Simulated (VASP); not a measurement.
Wanted: the native input for a VASP 6.6.1 run.

| Property | Result |
| --- | --- |
| Task | single point |
| Functional | LDA |
| Potentials or basis | VASP PAW LDA potentials, release 64 (Ce, O) |
| Cutoff | 520 eV |
| k mesh | 9 × 9 × 9 |
| Occupations | fermi-dirac, width 0.05 eV |
| Spin | collinear spin, ferromagnetic start |
| Starting moments | [1.0, 0.0, 0.0] μB |
| Dipole correction | no |
| Further INCAR settings | ALGO = Normal; EDIFF = 1e-06; NBANDS = 23 |

The structure of CeO2 lies in POSCAR:

```
CeO2
1.0
    0.0000000000      2.6671097099      2.6671097099
    2.6671097099      0.0000000000      2.6671097099
    2.6671097099      2.6671097099      0.0000000000
Ce O
1 2
Direct
    0.0000000000      0.0000000000      0.0000000000
    0.7500000000      0.7500000000      0.7500000000
    0.2500000000      0.2500000000      0.2500000000
```

The input as run:

INCAR

```
SYSTEM = CeO2
  ALGO = Normal
  EDIFF = 1E-6
  ENCUT = 520
  GGA = CA
  ISIF = 2
  ISMEAR = -1
  ISPIN = 2
  LASPH = .True.
  LCHARG = .True.
  LELF = .True.
  LMAXMIX = 6
  LORBIT = 11
  LREAL = .False.
  LVHAR = .True.
  LWAVE = .False.
  MAGMOM = 1 0 0
  NBANDS = 23
  NELM = 150
  PREC = Accurate
  SIGMA = 0.05
```

KPOINTS

```
k-points
0
Gamma
  9 9 9
  0 0 0
```

Potentials or basis: VASP PAW LDA potentials, release 64 (Ce, O).

Launch:

```bash
$ cat potpaw_LDA.64/Ce/POTCAR potpaw_LDA.64/O/POTCAR > POTCAR
$ mpirun -np 1 vasp_std > vasp.out
```

It gave:

```
Pressure                                              : 3.3 GPa
Band gap on the k mesh                                : 2.05 eV (least direct gap 2.12 eV)
Net moment                                            : 0.00 μB per cell
Valence electrons inside the program's atomic spheres : Ce 9.82; O 5.01
```

Caveat: the magnetic or orbital state may not be the lowest; the cell stands under pressure; the moments typed at the start vanished in this run; spin-orbit coupling is left out, which moves the levels of the heavy elements; an odd mesh through Γ misses points on the zone boundary, where band edges can lie.

It took 88 s on 1 thread of AMD EPYC 9R45 96-Core Processor (Zen 5) (shared host), peak memory 0.16 GiB.
